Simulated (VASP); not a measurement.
# HgPt (P4/mmm) in VASP: further runs

The runs below take HgPt through electric field gradients, with LDA.

Everything below comes from runs of VASP 6.6.1. Logs are shortened: lines on timing, memory, paths and dates and some standing lists are left out, and cuts for length are marked.

## 1. The cell of the first run

The structure is tetragonal, space group P4/mmm (No. 123). The conventional cell has a = 3.010 Å, b = 3.010 Å, c = 3.875 Å, α = 90.00°, β = 90.00°, γ = 90.00°. Within 3.9 Å of Hg (site symmetry 4/mmm) lie 8 Pt at 2.88 Å and 6 Hg at 3.01 to 3.88 Å. Within 3.9 Å of Pt (site symmetry 4/mmm) lie 8 Hg at 2.88 Å and 6 Pt at 3.01 to 3.88 Å.

## 2. Electric field gradients, LDA (17.56 Å³/atom)

Contents of INCAR:

```
SYSTEM = HgPt
  ALGO = Normal
  EDIFF = 1E-8
  ENCUT = 430
  GGA_COMPAT = .FALSE.
  ISIF = 2
  ISMEAR = -1
  LASPH = .TRUE.
  LCHARG = .FALSE.
  LEFG = .TRUE.
  LREAL = .FALSE.
  LWAVE = .FALSE.
  NBANDS = 26
  NELM = 120
  PREC = Accurate
  SIGMA = 0.03
```

Contents of KPOINTS:

```
k-points
0
G
  12 12 10
  0 0 0
```

Contents of POSCAR:

```
HgPt
1.0
    3.0100965888      0.0000000000      0.0000000000
    0.0000000000      3.0100965888      0.0000000000
    0.0000000000      0.0000000000      3.8753347196
Hg Pt
1 1
Direct
    0.0000000000      0.0000000000      0.0000000000
    0.5000000000      0.5000000000      0.5000000000
```

Potentials or basis: VASP PAW LDA potentials, release 64 (Hg_sv_GW, Pt_sv_GW).

Run with:

```console
$ cat potpaw_LDA.64/Hg_sv_GW/POTCAR potpaw_LDA.64/Pt_sv_GW/POTCAR > POTCAR
$ mpirun -np 1 vasp_std > vasp.out
```

OUTCAR:

```text
SYSTEM = HgPt
   EDIFF = 1E-8
   ENCUT = 430
   ISIF = 2
   ISMEAR = -1
   LASPH = .TRUE.
   LREAL = .FALSE.
   NELM = 120
   PREC = Accurate

 ion  position               nearest neighbor table
   1  0.000  0.000  0.000-   2 2.88   2 2.88   2 2.88   2 2.88   2 2.88   2 2.88   2 2.88   2 2.88

   2  0.500  0.500  0.500-   1 2.88   1 2.88   1 2.88   1 2.88   1 2.88   1 2.88   1 2.88   1 2.88

  LATTYP: Found a simple tetragonal cell.
 ALAT       =     3.0100965888
 C/A-ratio  =     1.2874453046

  Lattice vectors:

 A1 = (   3.0100965888,   0.0000000000,   0.0000000000)
 A2 = (   0.0000000000,   3.0100965888,   0.0000000000)
 A3 = (   0.0000000000,   0.0000000000,   3.8753347196)

Analysis of symmetry for initial positions (statically):
=====================================================================
 Subroutine PRICEL returns:
 Original cell was already a primitive cell.

 Routine SETGRP: Setting up the symmetry group for a
 simple tetragonal supercell.

 Subroutine GETGRP returns: Found 16 space group operations
 (whereof 16 operations were pure point group operations)
 out of a pool of 16 trial point group operations.

The static configuration has the point symmetry D_4h.

Analysis of symmetry for dynamics (positions and initial velocities):
=====================================================================
 Subroutine PRICEL returns:
 Original cell was already a primitive cell.

 Routine SETGRP: Setting up the symmetry group for a
 simple tetragonal supercell.

 Subroutine GETGRP returns: Found 16 space group operations
 (whereof 16 operations were pure point group operations)
 out of a pool of 16 trial point group operations.

The dynamic configuration has the point symmetry D_4h.

 Subroutine INISYM returns: Found 16 space group operations
 (whereof 16 operations are pure point group operations),
 and found     1 'primitive' translations

----------------------------------------------------------------------------------------

                                     Primitive cell

  volume of cell :      35.1132

  direct lattice vectors                    reciprocal lattice vectors
     3.010096589  0.000000000  0.000000000     0.332215253  0.000000000  0.000000000
     0.000000000  3.010096589  0.000000000     0.000000000  0.332215253  0.000000000
     0.000000000  0.000000000  3.875334720     0.000000000  0.000000000  0.258042227

  length of vectors
     3.010096589  3.010096589  3.875334720     0.332215253  0.332215253  0.258042227

  position of ions in fractional coordinates (direct lattice)
     0.000000000  0.000000000  0.000000000
     0.500000000  0.500000000  0.500000000

  ion indices of the primitive-cell ions
   primitive index   ion index
                 1           1
                 2           2

----------------------------------------------------------------------------------------

 KPOINTS: k-points

Automatic generation of k-mesh.
 Grid dimensions read from file:
 generate k-points for:   12   12   10

 Generating k-lattice:

  Cartesian coordinates                     Fractional coordinates (reciprocal lattice)
     0.027684604  0.000000000  0.000000000     0.083333333  0.000000000  0.000000000
     0.000000000  0.027684604  0.000000000     0.000000000  0.083333333  0.000000000
     0.000000000  0.000000000  0.025804223     0.000000000  0.000000000  0.100000000

  Length of vectors
     0.027684604  0.027684604  0.025804223

  Shift w.r.t. Gamma in fractional coordinates (k-lattice)
     0.000000000  0.000000000  0.000000000

 Subroutine IBZKPT returns following result:
 ===========================================

 Found    168 irreducible k-points:

 Following reciprocal coordinates:
            Coordinates               Weight
  0.000000  0.000000  0.000000      1.000000
  0.083333  0.000000  0.000000      4.000000
  0.166667  0.000000  0.000000      4.000000
  0.250000  0.000000  0.000000      4.000000
  0.333333  0.000000  0.000000      4.000000
  0.416667  0.000000  0.000000      4.000000
[... 16 lines left out ...]
  0.333333  0.333333  0.000000      4.000000
  0.416667  0.333333  0.000000      8.000000
 [... further k-points ...]
   k-points           NKPTS =    168   k-points in BZ     NKDIM =    168   number of bands    NBANDS=     26
   number of dos      NEDOS =    301   number of ions     NIONS =      2
   total plane-waves  NPLWV =  11200
   dimension x,y,z NGX =    20 NGY =   20 NGZ =   28
   dimension x,y,z NGXF=    40 NGYF=   40 NGZF=   56
   ions per type =               1   1
   NGX,Y,Z   is equivalent  to a cutoff of  11.05, 11.05, 12.01 a.u.
   NGXF,Y,Z  is equivalent  to a cutoff of  22.09, 22.09, 24.02 a.u.
 SYSTEM =  HgPt
   PREC   = accura    normal or accurate (medium, high low for compatibility)
   ISTART =      0    job   : 0-new  1-cont  2-samecut
   ICHARG =      2    charge: 1-file 2-atom 10-const
   ISPIN  =      1    spin polarized calculation?
   LNONCOLLINEAR =      F non collinear calculations
   LSORBIT =      F    spin-orbit coupling
   LASPH  =      T    aspherical Exc in radial PAW
   ENCUT  =  430.0 eV  31.60 Ry    5.62 a.u.   5.09  5.09  6.55*2*pi/ulx,y,z
   NELM   =    120;   NELMIN=  2; NELMDL= -5     # of ELM steps
   EDIFF  = 0.1E-07   stopping-criterion for ELM
   LREAL  =      F    real-space projection
   EDIFFG = 0.1E-06   stopping-criterion for IOM
   NSW    =      0    number of steps for IOM
   IBRION =     -1    ionic relax: 0-MD 1-quasi-New 2-CG
   NFREE  =      0    steps in history (QN), initial steepest desc. (CG)
   ISIF   =      2    stress and relaxation
   ISYM   =      2    0-nonsym 1-usesym 2-fastsym
   POTIM  = 0.5000    time-step for ionic-motion
   TEBEG  =    0.0;   TEEND  =   0.0 temperature during run
   PSTRESS=    0.0 pullay stress
   NELECT =      38.0000    total number of electrons
   NUPDOWN=      -1.0000    fix difference up-down
   EMIN   =  10.00;   EMAX   =-10.00  energy-range for DOS
   EFERMI =   0.00;   METHOD = LEGACY
   ISMEAR =    -1;   SIGMA  =   0.03  broadening in eV -4-tet -1-fermi 0-gaus
   EFERMI_NEDOS =   21; number of points for ismear=-14 and -15
   IALGO  =     38    algorithm
   IMIX   =      4    mixing-type and parameters
     AMIX     =   0.40;   BMIX     =  1.00
     AMIX_MAG =   1.60;   BMIX_MAG =  1.00
  volume/ion in A,a.u.               =      17.56       118.48
  Fermi-wavevector in a.u.,A,eV,Ry     =   1.680787  3.176227 38.437068  2.825045
  Thomas-Fermi vector in A             =   2.764459
   LORBIT       =      0    0 simple, 1 ext, 2 COOP (PROOUT), +10 PAW based schemes
   GGA     = CA    functional components
   LHFCALC =     F    Hartree Fock is set to
   AEXX    =    0.0000 exact exchange contribution
   IVDW    =     0    specifies the selected vdW correction
   LEPSILON=     F    determine dielectric tensor
   LRPA    =     F    only Hartree local field effects (RPA)
 non-spin polarized calculation
  energy-cutoff  :      430.00
  volume of cell :       35.11
 maximum number of plane-waves:       724
   NGX = 11   NGY = 11   NGZ = 13

 number of electron      38.0000008 magnetization

 Free energy of the ion-electron system (eV)
  ---------------------------------------------------
  ext. energy  EPLUGINS =         0.00000000
  ---------------------------------------------------
  free energy    TOTEN  =        -8.34939155 eV

  energy without entropy =       -8.34753617  energy(sigma->0) =       -8.34846386

 E-fermi :   8.6114     XC(G=0): -13.4633

 val. band max:        8.6105180880   @ k =   0.0833   0.0000   0.2000
 cond. band min:       8.6197622712   @ k =   0.5000   0.0833   0.4000
 fundamental gap:      0.0092441832
 Fermi energy:         8.6113513603

 k-point     1 :       0.0000    0.0000    0.0000
  band No.  band energies     occupation
      1    -106.0465      2.00000
      2     -88.8999      2.00000
      3     -54.6676      2.00000
      4     -54.6676      2.00000
      5     -54.6603      2.00000
      6     -43.4432      2.00000
[... 18 lines left out ...]
     25      24.0907      0.00000
     26      25.9354      0.00000

 k-point     2 :       0.0833    0.0000    0.0000
  band No.  band energies     occupation
      1    -106.0462      2.00000
      2     -88.8997      2.00000
      3     -54.6702      2.00000
      4     -54.6670      2.00000
      5     -54.6595      2.00000
      6     -43.4425      2.00000
[... 18 lines left out ...]
     25      24.4702      0.00000
[... 608 lines left out ...]
     25      20.5728      0.00000
     26      21.0201      0.00000

 k-point    24 :       0.4167    0.3333    0.0000
  band No.  band energies     occupation
      1    -106.0445      2.00000
      2     -88.8942      2.00000
      3     -54.7097      2.00000
      4     -54.7002      2.00000
      5     -54.6528      2.00000
      6     -43.4533      2.00000
[... 18 lines left out ...]
     25      19.7387      0.00000
     26      20.0005      0.00000

 [... further k-points ...]
[... 5 lines left out ...]
  --------------------------------------------------------------------------------------
  -------------------------------------------------------------------------------------
  Total       -2.4973964     -2.4973964     -2.4544967      0.0000000     -0.0000000      0.0000000
  in kB     -113.9535840   -113.9535840   -111.9961152      0.0000000     -0.0000000      0.0000000
  external PRESSURE =    -113.3010944 kB  Pullay stress =       0.0000000 kB

 VOLUME and BASIS-vectors are now :
 -----------------------------------------------------------------------------
  energy-cutoff  :      430.00
  volume of cell :       35.11
      direct lattice vectors                 reciprocal lattice vectors
     3.010096589  0.000000000  0.000000000     0.332215253  0.000000000  0.000000000
     0.000000000  3.010096589  0.000000000     0.000000000  0.332215253  0.000000000
     0.000000000  0.000000000  3.875334720     0.000000000  0.000000000  0.258042227

 POSITION                                       TOTAL-FORCE (eV/Angst)
 -----------------------------------------------------------------------------------
      0.00000      0.00000      0.00000         0.000000      0.000000      0.000000
      1.50505      1.50505      1.93767         0.000000      0.000000      0.000000
 -----------------------------------------------------------------------------------
    total drift:                                0.000000      0.000000      0.000000

  FREE ENERGIE OF THE ION-ELECTRON SYSTEM (eV)
  ---------------------------------------------------
  free  energy   TOTEN  =        -8.3493915467 eV

  energy  without entropy=       -8.3475361725  energy(sigma->0) =       -8.34846386

 Electric field gradients (V/A^2)
---------------------------------------------------------------------
 ion       V_xx      V_yy      V_zz      V_xy      V_xz      V_yz
---------------------------------------------------------------------
   1      55.829    55.829  -111.659     0.000    -0.000     0.000
   2     -57.198   -57.198   114.395    -0.000    -0.000     0.000
---------------------------------------------------------------------

 Electric field gradients after diagonalization (V/A^2)
 (convention: |V_zz| > |V_xx| > |V_yy|)
----------------------------------------------------------------------
 ion       V_xx      V_yy      V_zz     asymmetry (V_yy - V_xx)/ V_zz
----------------------------------------------------------------------
   1      55.829    55.829  -111.659       0.000
   2     -57.198   -57.198   114.395       0.000
----------------------------------------------------------------------

           NMR quadrupolar parameters

 Cq : quadrupolar parameter    Cq=e*Q*V_zz/h
 eta: asymmetry parameters     (V_yy - V_xx)/ V_zz
 Q  : nuclear electric quadrupole moment in mb (millibarn)
----------------------------------------------------------------------
 ion       Cq(MHz)       eta       Q (mb)
----------------------------------------------------------------------
   1      -0.270       0.000       1.000
   2       0.277       0.000       1.000
----------------------------------------------------------------------
```

Wall time 62 s (1 thread of Intel Xeon 6975P-C (Granite Rapids), shared host); peak memory 0.24 GiB.

Results:

| Item | Value |
| --- | --- |
| Free energy | -8.3494 eV |
| Pressure | -11.3 GPa |
| Band gap on the k mesh | zero (bands 19 and 20 overlap by 3.53 eV) |
| Largest electric field gradient by atom | Hg -111.7; Pt +114.4 V/Å² |

Stress tensor (GPa, compression positive):
```
-11.40   0.00   0.00
  0.00 -11.40   0.00
  0.00   0.00 -11.20
```

Electric field gradients, principal values (V/Å²):
| atom | least | middle | greatest (by size) |
| --- | --- | --- | --- |
| 1 Hg | 55.829 | 55.829 | -111.659 |
| 2 Pt | -57.198 | -57.198 | 114.395 |

Caveat: the cell stands under tension; without QUAD_EFG the Cq values of the log hold for a quadrupole moment of 1 mb, not for the nuclei; spin-orbit coupling is left out, which moves the levels of the heavy elements.

## 3. Electric field gradients, LDA

This run uses another cell than the first one, of 16.88 Å³/atom.

Contents of INCAR:

```
PREC = Accurate
ENCUT = 430
EDIFF = 1E-8
ISMEAR = -1
SIGMA = 0.03
LREAL = F
LASPH = T
NELM = 120
ALGO = Normal
ISIF = 2
LWAVE = F
LCHARG = F
GGA = CA
LEFG = T
NBANDS = 26
GGA_COMPAT = F
```

Contents of KPOINTS:

```
Automatic mesh
0
Gamma
  12 12 10
```

Contents of POSCAR:

```
HgPt
1.0
    2.9710000000      0.0000000000      0.0000000000
    0.0000000000      2.9710000000      0.0000000000
    0.0000000000      0.0000000000      3.8250000000
Hg Pt
1 1
Direct
    0.0000000000      0.0000000000      0.0000000000
    0.5000000000      0.5000000000      0.5000000000
```

Potentials or basis: VASP PAW LDA potentials, release 64 (Hg_sv_GW, Pt_sv_GW).

Run with:

```console
$ cat potpaw_LDA.64/Hg_sv_GW/POTCAR potpaw_LDA.64/Pt_sv_GW/POTCAR > POTCAR
$ mpirun -np 1 vasp_std > vasp.out
```

OUTCAR:

```text
PREC = Accurate
   ENCUT = 430
   EDIFF = 1E-8
   ISMEAR = -1
   LREAL = F
   LASPH = T
   NELM = 120
   ISIF = 2
   GGA = CA

 ion  position               nearest neighbor table
   1  0.000  0.000  0.000-   2 2.84   2 2.84   2 2.84   2 2.84   2 2.84   2 2.84   2 2.84   2 2.84

   2  0.500  0.500  0.500-   1 2.84   1 2.84   1 2.84   1 2.84   1 2.84   1 2.84   1 2.84   1 2.84

  LATTYP: Found a simple tetragonal cell.
 ALAT       =     2.9710000000
 C/A-ratio  =     1.2874453046

  Lattice vectors:

 A1 = (   2.9710000000,   0.0000000000,   0.0000000000)
 A2 = (   0.0000000000,   2.9710000000,   0.0000000000)
 A3 = (   0.0000000000,   0.0000000000,   3.8250000000)

Analysis of symmetry for initial positions (statically):
=====================================================================
 Subroutine PRICEL returns:
 Original cell was already a primitive cell.

 Routine SETGRP: Setting up the symmetry group for a
[... 885 lines left out ...]
  volume of cell :       33.76
      direct lattice vectors                 reciprocal lattice vectors
     2.971000000  0.000000000  0.000000000     0.336587008  0.000000000  0.000000000
     0.000000000  2.971000000  0.000000000     0.000000000  0.336587008  0.000000000
     0.000000000  0.000000000  3.825000000     0.000000000  0.000000000  0.261437908

 POSITION                                       TOTAL-FORCE (eV/Angst)
 -----------------------------------------------------------------------------------
      0.00000      0.00000      0.00000         0.000000      0.000000      0.000000
      1.48550      1.48550      1.91250         0.000000      0.000000      0.000000
 -----------------------------------------------------------------------------------
    total drift:                                0.000000      0.000000      0.000000

  FREE ENERGIE OF THE ION-ELECTRON SYSTEM (eV)
  ---------------------------------------------------
  free  energy   TOTEN  =        -8.3850613142 eV

  energy  without entropy=       -8.3832881359  energy(sigma->0) =       -8.38417473

 Electric field gradients (V/A^2)
---------------------------------------------------------------------
 ion       V_xx      V_yy      V_zz      V_xy      V_xz      V_yz
---------------------------------------------------------------------
   1      58.315    58.315  -116.629    -0.000    -0.000    -0.000
   2     -60.371   -60.371   120.743     0.000     0.000     0.000
---------------------------------------------------------------------

 Electric field gradients after diagonalization (V/A^2)
 (convention: |V_zz| > |V_xx| > |V_yy|)
----------------------------------------------------------------------
 ion       V_xx      V_yy      V_zz     asymmetry (V_yy - V_xx)/ V_zz
----------------------------------------------------------------------
   1      58.315    58.315  -116.629       0.000
   2     -60.371   -60.371   120.743       0.000
----------------------------------------------------------------------

           NMR quadrupolar parameters

 Cq : quadrupolar parameter    Cq=e*Q*V_zz/h
 eta: asymmetry parameters     (V_yy - V_xx)/ V_zz
 Q  : nuclear electric quadrupole moment in mb (millibarn)
----------------------------------------------------------------------
 ion       Cq(MHz)       eta       Q (mb)
----------------------------------------------------------------------
   1      -0.282       0.000       1.000
   2       0.292       0.000       1.000
----------------------------------------------------------------------
```

OSZICAR:

```text
N       E                     dE             d eps       ncg     rms          rms(c)
DAV:   1     0.587440680267E+03    0.58744E+03   -0.22413E+04  9518   0.168E+03
DAV:   2     0.265262898100E+02   -0.56091E+03   -0.53789E+03  8942   0.700E+02
DAV:   3    -0.853195766051E+01   -0.35058E+02   -0.34345E+02 11910   0.173E+02
DAV:   4    -0.946734483422E+01   -0.93539E+00   -0.93258E+00 10256   0.313E+01
DAV:   5    -0.949833451951E+01   -0.30990E-01   -0.30980E-01 11958   0.571E+00    0.824E+01
DAV:   6    -0.848777844815E+01    0.10106E+01   -0.45660E+00 10626   0.138E+01    0.373E+01
DAV:   7    -0.844506697474E+01    0.42711E-01   -0.98792E-01 12274   0.146E+01    0.166E+01
DAV:   8    -0.838698114831E+01    0.58086E-01   -0.22833E-01 12044   0.615E+00    0.149E+00
DAV:   9    -0.838530086638E+01    0.16803E-02   -0.17201E-02 12278   0.190E+00    0.588E-01
DAV:  10    -0.838516913370E+01    0.13173E-03   -0.46148E-04 11966   0.317E-01    0.423E-01
DAV:  11    -0.838506672920E+01    0.10240E-03   -0.24056E-04 10868   0.192E-01    0.749E-02
DAV:  12    -0.838506155298E+01    0.51762E-05   -0.23462E-05 12898   0.478E-02    0.219E-02
DAV:  13    -0.838506133308E+01    0.21990E-06   -0.13323E-06 10410   0.970E-03    0.804E-03
DAV:  14    -0.838506131800E+01    0.15080E-07   -0.54520E-08  9822   0.243E-03    0.331E-03
DAV:  15    -0.838506131424E+01    0.37608E-08   -0.22006E-08  5700   0.260E-03
   1 F= -.83850613E+01 E0= -.83841747E+01  d E =-.177318E-02
```

Wall time 85 s (1 thread of Intel Xeon Platinum 8375C at 2.90GHz (Ice Lake), shared host); peak memory 0.24 GiB.

What came out:

| Property | Result |
| --- | --- |
| Free energy | -8.3851 eV |
| Pressure | -4.9 GPa |
| Band gap on the k mesh | zero (bands 19 and 20 overlap by 3.76 eV) |
| Largest electric field gradient by atom | Hg -116.6; Pt +120.7 V/Å² |

Levels at points of the mesh, in eV from the Fermi level:
```tsv
k point	band 15	band 16	band 17	band 18	band 19	band 20	band 21	band 22	band 23	band 24
(0.00, 0.00, 0.00)	-3.91	-2.99	-1.17	-1.17	-0.90	1.58	6.81	8.30	8.30	14.08
(0.50, 0.00, 0.00)	-4.03	-3.88	-3.50	-2.42	-1.75	0.80	8.87	9.77	10.33	10.83
(0.50, 0.50, 0.00)	-1.51	-1.51	-1.45	-0.16	-0.16	-0.04	4.08	5.35	9.41	10.02
(0.00, 0.00, 0.50)	-6.21	-4.43	-2.35	-2.26	-2.26	-1.08	13.52	13.52	14.25	14.32
(0.50, 0.00, 0.50)	-3.51	-1.87	-1.54	-1.21	-1.17	-1.05	2.69	3.20	12.96	13.34
(0.50, 0.50, 0.50)	-4.48	-4.48	-1.67	-0.04	1.68	5.07	6.05	6.05	6.05	6.05
```

Electric field gradients, principal values (V/Å²):
```csv
atom,least,middle,greatest (by size)
1 Hg,58.315,58.315,-116.629
2 Pt,-60.371,-60.371,120.743
```

Caveat: the cell stands under tension; without QUAD_EFG the Cq values of the log hold for a quadrupole moment of 1 mb, not for the nuclei; spin-orbit coupling is left out, which moves the levels of the heavy elements.

The gap in the log of VASP goes by the Fermi energy; the results here count the filled bands.